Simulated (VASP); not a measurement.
# HgTe (Fm-3m) in VASP: further runs

The runs below take HgTe through single point, with LDA.

All numbers are computed with VASP 6.6.1; they aren't measurements. Logs are shortened: lines on timing, memory, paths and dates and some standing lists are left out, and cuts for length are marked.

### 1 The cell of the first run

Symmetry: Fm-3m, No. 225, cubic system. Conventional cell: a = 5.724 Å, b = 5.724 Å, c = 5.724 Å, α = 90.00°, β = 90.00°, γ = 90.00°. Hg (site symmetry m-3m) has 6 Te at 2.86 Å within 3.8 Å. Within 3.8 Å of Te (site symmetry m-3m) lie 6 Hg at 2.86 Å.

### 2 Single point, LDA (23.44 Å³/atom)

Input file INCAR:

```
SYSTEM = HgTe
  PREC = Accurate
  ENCUT = 500
  EDIFF = 1E-6
  ISMEAR = -1
  SIGMA = 0.08
  LREAL = .FALSE.
  LASPH = .TRUE.
  NELM = 120
  ALGO = Normal
  ISIF = 2
  LWAVE = .FALSE.
  LCHARG = .FALSE.
  GGA = CA
  NBANDS = 16
  GGA_COMPAT = .FALSE.
```

Input file KPOINTS:

```
regular mesh
0
G
  10 10 10
  0 0 0
```

Input file POSCAR:

```
HgTe
1.0
    0.0000000000      2.8618608166      2.8618608166
    2.8618608166      0.0000000000      2.8618608166
    2.8618608166      2.8618608166      0.0000000000
Hg Te
1 1
Direct
    0.0000000000      0.0000000000      0.0000000000
    0.5000000000      0.5000000000      0.5000000000
```

Potentials or basis: VASP PAW LDA potentials, release 64 (Hg, Te).

Started as:

```bash
cat potpaw_LDA.64/Hg/POTCAR potpaw_LDA.64/Te/POTCAR > POTCAR
mpirun -np 1 vasp_std > vasp.out
```

OUTCAR:

```text
SYSTEM = HgTe
   PREC = Accurate
   ENCUT = 500
   EDIFF = 1E-6
   ISMEAR = -1
   LREAL = .FALSE.
   LASPH = .TRUE.
   NELM = 120
   ISIF = 2
   GGA = CA

 ion  position               nearest neighbor table
   1  0.000  0.000  0.000-   2 2.86   2 2.86   2 2.86   2 2.86   2 2.86   2 2.86
   2  0.500  0.500  0.500-   1 2.86   1 2.86   1 2.86   1 2.86   1 2.86   1 2.86

  LATTYP: Found a face centered cubic cell.
 ALAT       =     5.7237216332

  Lattice vectors:

 A1 = (   0.0000000000,   2.8618608166,   2.8618608166)
 A2 = (   2.8618608166,   0.0000000000,   2.8618608166)
 A3 = (   2.8618608166,   2.8618608166,   0.0000000000)

Analysis of symmetry for initial positions (statically):
=====================================================================
 Subroutine PRICEL returns:
 Original cell was already a primitive cell.

 Routine SETGRP: Setting up the symmetry group for a
 face centered cubic supercell.

 Subroutine GETGRP returns: Found 48 space group operations
 (whereof 48 operations were pure point group operations)
 out of a pool of 48 trial point group operations.

The static configuration has the point symmetry O_h .

Analysis of symmetry for dynamics (positions and initial velocities):
=====================================================================
 Subroutine PRICEL returns:
 Original cell was already a primitive cell.

 Routine SETGRP: Setting up the symmetry group for a
 face centered cubic supercell.

 Subroutine GETGRP returns: Found 48 space group operations
 (whereof 48 operations were pure point group operations)
 out of a pool of 48 trial point group operations.

The dynamic configuration has the point symmetry O_h .

 Subroutine INISYM returns: Found 48 space group operations
 (whereof 48 operations are pure point group operations),
 and found     1 'primitive' translations

----------------------------------------------------------------------------------------

                                     Primitive cell

  volume of cell :      46.8787

  direct lattice vectors                    reciprocal lattice vectors
     0.000000000  2.861860817  2.861860817    -0.174711501  0.174711501  0.174711501
     2.861860817  0.000000000  2.861860817     0.174711501 -0.174711501  0.174711501
     2.861860817  2.861860817  0.000000000     0.174711501  0.174711501 -0.174711501

  length of vectors
[... 74 lines left out ...]
   ISTART =      0    job   : 0-new  1-cont  2-samecut
   ICHARG =      2    charge: 1-file 2-atom 10-const
   ISPIN  =      1    spin polarized calculation?
   LNONCOLLINEAR =      F non collinear calculations
   LSORBIT =      F    spin-orbit coupling
   LASPH  =      T    aspherical Exc in radial PAW
   ENCUT  =  500.0 eV  36.75 Ry    6.06 a.u.   7.38  7.38  7.38*2*pi/ulx,y,z
   NELM   =    120;   NELMIN=  2; NELMDL= -5     # of ELM steps
   EDIFF  = 0.1E-05   stopping-criterion for ELM
   LREAL  =      F    real-space projection
   EDIFFG = 0.1E-04   stopping-criterion for IOM
   NSW    =      0    number of steps for IOM
   IBRION =     -1    ionic relax: 0-MD 1-quasi-New 2-CG
   NFREE  =      0    steps in history (QN), initial steepest desc. (CG)
   ISIF   =      2    stress and relaxation
   ISYM   =      2    0-nonsym 1-usesym 2-fastsym
   POTIM  = 0.5000    time-step for ionic-motion
   TEBEG  =    0.0;   TEEND  =   0.0 temperature during run
   PSTRESS=    0.0 pullay stress
   NELECT =      18.0000    total number of electrons
   NUPDOWN=      -1.0000    fix difference up-down
   EMIN   =  10.00;   EMAX   =-10.00  energy-range for DOS
   EFERMI =   0.00;   METHOD = LEGACY
   ISMEAR =    -1;   SIGMA  =   0.08  broadening in eV -4-tet -1-fermi 0-gaus
   EFERMI_NEDOS =   21; number of points for ismear=-14 and -15
   IALGO  =     38    algorithm
   IMIX   =      4    mixing-type and parameters
     AMIX     =   0.40;   BMIX     =  1.00
     AMIX_MAG =   1.60;   BMIX_MAG =  1.00
  volume/ion in A,a.u.               =      23.44       158.18
  Fermi-wavevector in a.u.,A,eV,Ry     =   1.189891  2.248568 19.263679  1.415840
  Thomas-Fermi vector in A             =   2.325988
   LORBIT       =      0    0 simple, 1 ext, 2 COOP (PROOUT), +10 PAW based schemes
   GGA     = CA    functional components
   LHFCALC =     F    Hartree Fock is set to
   AEXX    =    0.0000 exact exchange contribution
   IVDW    =     0    specifies the selected vdW correction
   LEPSILON=     F    determine dielectric tensor
   LRPA    =     F    only Hartree local field effects (RPA)
 non-spin polarized calculation
  energy-cutoff  :      500.00
  volume of cell :       46.88
 maximum number of plane-waves:      1243
 NGX is ok and might be reduce to    30
   NGX = 15   NGY = 15   NGZ = 15

 number of electron      18.0000003 magnetization

 Free energy of the ion-electron system (eV)
  ---------------------------------------------------
  ext. energy  EPLUGINS =         0.00000000
  ---------------------------------------------------
  free energy    TOTEN  =        -4.75953230 eV

  energy without entropy =       -4.74862048  energy(sigma->0) =       -4.75407639

 E-fermi :   6.6298     XC(G=0): -11.0488

 val. band max:        6.5234999227   @ k =   0.5000   0.1000   0.0000
 cond. band min:       6.7594403829   @ k =  -0.2000   0.1000   0.0000
 fundamental gap:      0.2359404602
 Fermi energy:         6.6297543712

 k-point     1 :       0.0000    0.0000    0.0000
  band No.  band energies     occupation
      1      -6.9981      2.00000
      2      -0.9512      2.00000
      3      -0.9512      2.00000
      4      -0.8851      2.00000
      5      -0.8851      2.00000
      6      -0.8851      2.00000
[... 433 lines left out ...]
      3      -1.0773      2.00000
      4      -0.9191      2.00000
      5      -0.5885      2.00000
      6      -0.5864      2.00000
[... 8 lines left out ...]
     15      19.1287      0.00000
     16      19.1985      0.00000

 [... further k-points ...]
[... 5 lines left out ...]
  --------------------------------------------------------------------------------------
  -------------------------------------------------------------------------------------
  Total        3.1566392      3.1566392      3.1566392      0.0000000     -0.0000000     -0.0000000
  in kB      107.8847380    107.8847380    107.8847380      0.0000000     -0.0000000     -0.0000000
  external PRESSURE =     107.8847380 kB  Pullay stress =       0.0000000 kB

 VOLUME and BASIS-vectors are now :
 -----------------------------------------------------------------------------
  energy-cutoff  :      500.00
  volume of cell :       46.88
      direct lattice vectors                 reciprocal lattice vectors
     0.000000000  2.861860817  2.861860817    -0.174711501  0.174711501  0.174711501
     2.861860817  0.000000000  2.861860817     0.174711501 -0.174711501  0.174711501
     2.861860817  2.861860817  0.000000000     0.174711501  0.174711501 -0.174711501

 POSITION                                       TOTAL-FORCE (eV/Angst)
 -----------------------------------------------------------------------------------
      0.00000      0.00000      0.00000        -0.000000      0.000000      0.000000
      2.86186      2.86186      2.86186         0.000000     -0.000000     -0.000000
 -----------------------------------------------------------------------------------
    total drift:                               -0.000000      0.000000      0.000000

  FREE ENERGIE OF THE ION-ELECTRON SYSTEM (eV)
  ---------------------------------------------------
  free  energy   TOTEN  =        -4.7595323039 eV

  energy  without entropy=       -4.7486204755  energy(sigma->0) =       -4.75407639
```

OSZICAR:

```text
N       E                     dE             d eps       ncg     rms          rms(c)
DAV:   1     0.103237075693E+03    0.10324E+03   -0.83205E+03  1544   0.989E+02
DAV:   2    -0.190046971270E+01   -0.10514E+03   -0.98635E+02  1776   0.235E+02
DAV:   3    -0.498827863831E+01   -0.30878E+01   -0.30801E+01  1872   0.418E+01
DAV:   4    -0.500816114455E+01   -0.19883E-01   -0.19881E-01  1872   0.335E+00
DAV:   5    -0.500846817070E+01   -0.30703E-03   -0.30703E-03  1944   0.385E-01    0.116E+01
DAV:   6    -0.477558409176E+01    0.23288E+00   -0.44478E-01  1904   0.957E+00    0.846E+00
DAV:   7    -0.476209717974E+01    0.13487E-01   -0.87152E-02  1880   0.216E+00    0.235E+00
DAV:   8    -0.475980372972E+01    0.22935E-02   -0.10417E-02  1704   0.125E+00    0.600E-01
DAV:   9    -0.475953446630E+01    0.26926E-03   -0.52699E-04  1944   0.253E-01    0.974E-02
DAV:  10    -0.475953139326E+01    0.30730E-05   -0.35509E-05  1872   0.507E-02    0.390E-02
DAV:  11    -0.475953230393E+01   -0.91067E-06   -0.53261E-06  1880   0.174E-02
   1 F= -.47595323E+01 E0= -.47540764E+01  d E =-.109118E-01
```

stdout:

```text
POSCAR found type information on POSCAR HgTe
 POSCAR found :  2 types and       2 ions
 scaLAPACK will be used
 LDA part: xc-table for (Slater(with rela. corr.)+CA(PZ))
 , standard interpolation
 POSCAR, INCAR and KPOINTS ok, starting setup
 FFT: planning ... GRIDC
 FFT: planning ... GRID_SOFT
 FFT: planning ... GRID
 WAVECAR not read
 entering main loop
```

It took 14 s on 1 thread of Intel Xeon 6975P-C (Granite Rapids), shared host; peak memory 0.17 GiB.

Results:

```yaml
Free_energy: -4.7595 eV
Pressure: 10.8 GPa
Band_gap_on_the_k_mesh: zero (bands 9 and 10 overlap by 3.59 eV)
```

Levels at points of the mesh, in eV from the Fermi level:
```csv
k point,band 5,band 6,band 7,band 8,band 9,band 10,band 11,band 12,band 13,band 14
"(0.00, 0.00, 0.00)",-7.51,-7.51,-1.03,-1.03,-1.03,-0.12,7.56,7.75,7.75,7.75
"(0.50, 0.00, 0.00)",-7.23,-7.23,-6.37,0.51,0.51,2.30,3.59,3.59,4.63,11.02
"(0.50, 0.50, 0.00)",-7.11,-6.12,-5.69,-3.13,-3.13,-3.07,4.53,10.16,10.16,10.83
```

Caveat: the cell stands under pressure; spin-orbit coupling is left out, which moves the levels of the heavy elements.

### 3 Single point, LDA (23.45 Å³/atom)

Input file INCAR:

```
  PREC = Accurate
  ENCUT = 500
  EDIFF = 1E-6
  ISMEAR = -1
  SIGMA = 0.08
  LREAL = False
  LASPH = True
  NELM = 120
  ALGO = Normal
  ISIF = 2
  LWAVE = False
  LCHARG = False
  NBANDS = 16
  GGA_COMPAT = False
```

Input file KPOINTS:

```
Automatic mesh
0
Gamma
  10 10 10
```

Input file POSCAR:

```
HgTe
1.0
    0.0000000000      2.8623681488      2.8623681488
    2.8623681488      0.0000000000      2.8623681488
    2.8623681488      2.8623681488      0.0000000000
Hg Te
1 1
Direct
    0.0000000000      0.0000000000      0.0000000000
    0.5000000000      0.5000000000      0.5000000000
```

Potentials or basis: VASP PAW LDA potentials, release 64 (Hg, Te).

Started as:

```bash
cat potpaw_LDA.64/Hg/POTCAR potpaw_LDA.64/Te/POTCAR > POTCAR
mpirun -np 1 vasp_std > vasp.out
```

It took 13 s on 1 thread of Intel Xeon 6975P-C (Granite Rapids), shared host; peak memory 0.17 GiB.

The run converged. Its results:

```yaml
Free_energy: -4.7612 eV
Pressure: 10.7 GPa
Band_gap_on_the_k_mesh: zero (bands 9 and 10 overlap by 3.58 eV)
```

Levels at points of the mesh, in eV from the Fermi level:
```csv
k point,band 5,band 6,band 7,band 8,band 9,band 10,band 11,band 12,band 13,band 14
"(0.00, 0.00, 0.00)",-7.51,-7.51,-1.03,-1.03,-1.03,-0.12,7.56,7.75,7.75,7.75
"(0.50, 0.00, 0.00)",-7.23,-7.23,-6.37,0.51,0.51,2.30,3.59,3.59,4.63,11.01
"(0.50, 0.50, 0.00)",-7.11,-6.12,-5.69,-3.13,-3.13,-3.07,4.54,10.15,10.15,10.82
```

Caveat: the cell stands under pressure; spin-orbit coupling is left out, which moves the levels of the heavy elements.

### 4 Single point, LDA (23.94 Å³/atom)

This run uses another cell than the first one, of 23.94 Å³/atom.

Input file INCAR:

```
PREC     = Accurate       # precision mode
ENCUT    = 500            # plane-wave cutoff, eV
EDIFF    = 1E-6           # SCF threshold, eV
ISMEAR   = -1             # smearing method
SIGMA    = 0.08           # smearing width, eV
LREAL    = F              # projectors in reciprocal space
LASPH    = T              # aspherical terms in the spheres
NELM     = 120            # most SCF steps
ALGO     = Normal         # electronic algorithm
ISIF     = 2              # what is computed and relaxed
LWAVE    = F              # write WAVECAR
LCHARG   = F              # write CHGCAR
NBANDS   = 16             # bands
GGA_COMPAT= F
```

KPOINTS is that of step 3.

Input file POSCAR:

```
HgTe
1.0
    0.0000000000      2.8820154301      2.8820154301
    2.8820154301      0.0000000000      2.8820154301
    2.8820154301      2.8820154301      0.0000000000
Hg Te
1 1
Direct
    0.0000000000      0.0000000000      0.0000000000
    0.5000000000      0.5000000000      0.5000000000
```

Potentials or basis: VASP PAW LDA potentials, release 64 (Hg, Te).

Started as:

```bash
cat potpaw_LDA.64/Hg/POTCAR potpaw_LDA.64/Te/POTCAR > POTCAR
mpirun -np 1 vasp_std > vasp.out
```

OUTCAR:

```text
PREC = Accurate
   ENCUT = 500
   EDIFF = 1E-6
   ISMEAR = -1
   LREAL = F
   LASPH = T
   NELM = 120
   ISIF = 2

 ion  position               nearest neighbor table
   1  0.000  0.000  0.000-   2 2.88   2 2.88   2 2.88   2 2.88   2 2.88   2 2.88
   2  0.500  0.500  0.500-   1 2.88   1 2.88   1 2.88   1 2.88   1 2.88   1 2.88

  LATTYP: Found a face centered cubic cell.
 ALAT       =     5.7640308602

  Lattice vectors:

 A1 = (   0.0000000000,   2.8820154301,   2.8820154301)
 A2 = (   2.8820154301,   0.0000000000,   2.8820154301)
[... 624 lines left out ...]
      3      -1.2444      2.00000
      4      -1.0995      2.00000
      5      -0.7818      2.00000
      6      -0.7805      2.00000
[... 8 lines left out ...]
     15      18.7745      0.00000
     16      18.8456      0.00000

 [... further k-points ...]
[... 5 lines left out ...]
  --------------------------------------------------------------------------------------
  -------------------------------------------------------------------------------------
  Total        2.5114689      2.5114689      2.5114689      0.0000000     -0.0000000      0.0000000
  in kB       84.0464706     84.0464706     84.0464706      0.0000000     -0.0000000      0.0000000
  external PRESSURE =      84.0464706 kB  Pullay stress =       0.0000000 kB

 VOLUME and BASIS-vectors are now :
 -----------------------------------------------------------------------------
  energy-cutoff  :      500.00
  volume of cell :       47.88
      direct lattice vectors                 reciprocal lattice vectors
     0.000000000  2.882015430  2.882015430    -0.173489703  0.173489703  0.173489703
     2.882015430  0.000000000  2.882015430     0.173489703 -0.173489703  0.173489703
     2.882015430  2.882015430  0.000000000     0.173489703  0.173489703 -0.173489703

 POSITION                                       TOTAL-FORCE (eV/Angst)
 -----------------------------------------------------------------------------------
      0.00000      0.00000      0.00000        -0.000000      0.000000     -0.000000
      2.88202      2.88202      2.88202         0.000000     -0.000000      0.000000
 -----------------------------------------------------------------------------------
    total drift:                               -0.000000      0.000000      0.000000

  FREE ENERGIE OF THE ION-ELECTRON SYSTEM (eV)
  ---------------------------------------------------
  free  energy   TOTEN  =        -4.8194619014 eV

  energy  without entropy=       -4.8081366467  energy(sigma->0) =       -4.81379927
```

stdout:

```text
POSCAR found type information on POSCAR HgTe
 POSCAR found :  2 types and       2 ions
 scaLAPACK will be used
 LDA part: xc-table for (Slater(with rela. corr.)+CA(PZ))
 , standard interpolation
 POSCAR, INCAR and KPOINTS ok, starting setup
 FFT: planning ... GRIDC
 FFT: planning ... GRID_SOFT
 FFT: planning ... GRID
 WAVECAR not read
 entering main loop
```

Wall time 14 s (1 thread of Intel Xeon 6975P-C (Granite Rapids), shared host); peak memory 0.17 GiB.

What came out:

| Item | Value |
| --- | --- |
| Free energy | -4.8195 eV |
| Pressure | 8.4 GPa |
| Band gap on the k mesh | zero (bands 9 and 10 overlap by 3.51 eV) |

Caveat: the cell stands under pressure; spin-orbit coupling is left out, which moves the levels of the heavy elements.

### 5 Single point, LDA (24.44 Å³/atom)

This run uses another cell than the first one, of 24.44 Å³/atom.

Input file INCAR:

```
SYSTEM = HgTe
PREC = Accurate
ENCUT = 500
EDIFF = 1E-6
ISMEAR = -1
SIGMA = 0.08
LREAL = .FALSE.
LASPH = .TRUE.
NELM = 120
ALGO = Normal
ISIF = 2
LWAVE = .FALSE.
LCHARG = .TRUE.
GGA = CA
LELF = .TRUE.
LVHAR = .TRUE.
NBANDS = 16
GGA_COMPAT = .FALSE.
```

Input file KPOINTS:

```
Automatic mesh
0
G
  10 10 10
  0 0 0
```

Input file POSCAR:

```
HgTe
1.0
    0.0000000000      2.9018920266      2.9018920266
    2.9018920266      0.0000000000      2.9018920266
    2.9018920266      2.9018920266      0.0000000000
Hg Te
1 1
Direct
    0.0000000000      0.0000000000      0.0000000000
    0.5000000000      0.5000000000      0.5000000000
```

Started as:

```bash
cat potpaw_LDA.64/Hg/POTCAR potpaw_LDA.64/Te/POTCAR > POTCAR
mpirun -np 1 vasp_std > vasp.out
```

Run time: 14 s. Hardware: 1 thread of Intel Xeon 6975P-C (Granite Rapids), shared host; peak memory 0.17 GiB.

Results (log left out):

```
Free energy            : -4.8654 eV
Pressure               : 6.3 GPa
Band gap on the k mesh : zero (bands 9 and 10 overlap by 3.38 eV)
```

Levels at points of the mesh, in eV from the Fermi level:
| k point | band 5 | band 6 | band 7 | band 8 | band 9 | band 10 | band 11 | band 12 | band 13 | band 14 |
| --- | --- | --- | --- | --- | --- | --- | --- | --- | --- | --- |
| (0.00, 0.00, 0.00) | -7.29 | -7.29 | -0.94 | -0.94 | -0.94 | -0.36 | 7.73 | 7.73 | 7.73 | 7.73 |
| (0.50, 0.00, 0.00) | -7.04 | -7.04 | -6.17 | 0.46 | 0.46 | 2.36 | 3.68 | 3.68 | 4.42 | 10.84 |
| (0.50, 0.50, 0.00) | -6.92 | -6.04 | -5.35 | -3.02 | -2.92 | -2.92 | 4.60 | 9.92 | 9.92 | 10.56 |

Caveat: the cell stands under pressure; spin-orbit coupling is left out, which moves the levels of the heavy elements.

(Part 1 of 2 ends here.)
